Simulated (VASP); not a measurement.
Here is a VASP 6.6.1 calculation.

Contents of INCAR:

```
PREC = Accurate ; ENCUT = 520
EDIFF = 1E-7 ; ISMEAR = 0
SIGMA = 0.1 ; LREAL = Auto
LASPH = True ; NELM = 60
ALGO = Normal ; ISIF = 2
LWAVE = False ; LCHARG = True
LDIPOL = True ; IDIPOL = 3
DIPOL = 0.5 0.5 0.451 ; GGA = PE
IVDW = 12 ; LELF = True
LVHAR = True ; LVACPOTAV = True
NBANDS = 70
```

The input KPOINTS:

```
Automatic mesh
0
Gamma
  2 3 1
```

File POSCAR:

```
In3As3H2
1.0
    8.6438581910      0.0000000000      0.0000000000
    0.0000000000      6.1121307425      0.0000000000
    0.0000000000      0.0000000000     23.7507981121
In As H
6 6 4
Direct
    0.2500000000      0.5000000000      0.3969916704
    0.7500000000      0.5000000000      0.3969916704
    0.5050493625     -0.0005158004      0.4903569414
   -0.0050493625     -0.0005158004      0.4903569414
    0.7500000000      0.4708502462      0.5768874518
    0.2500000000      0.4147706608      0.5601980883
    0.5000000000      0.2500000000      0.3969916704
    0.0000000000      0.2500000000      0.3969916704
    0.7500000000      0.7329800766      0.4879469206
    0.2500000000      0.7436968688      0.4887396040
   -0.0042736658      0.2050201818      0.5879531442
    0.5042736658      0.2050201818      0.5879531442
    0.2500000000      0.6648124229      0.3368949953
    0.7500000000      0.6541876416      0.3349609520
    0.4991966850      0.1008807714      0.3458663903
    0.0008033150      0.1008807714      0.3458663903
```

Potentials or basis: VASP PAW PBE potentials, release 64 (In_d, As, H).

The run is started by

```sh
$ cat potpaw_PBE.64/In_d/POTCAR potpaw_PBE.64/As/POTCAR potpaw_PBE.64/H/POTCAR > POTCAR
$ mpirun -np 1 vasp_std > vasp.out
```

(1) What does it give for the ionisation potential of the upper face?

(2) What does it give for the dispersion energy per atom?

Results:

(1) 4.66 eV.

(2) -0.159 eV.
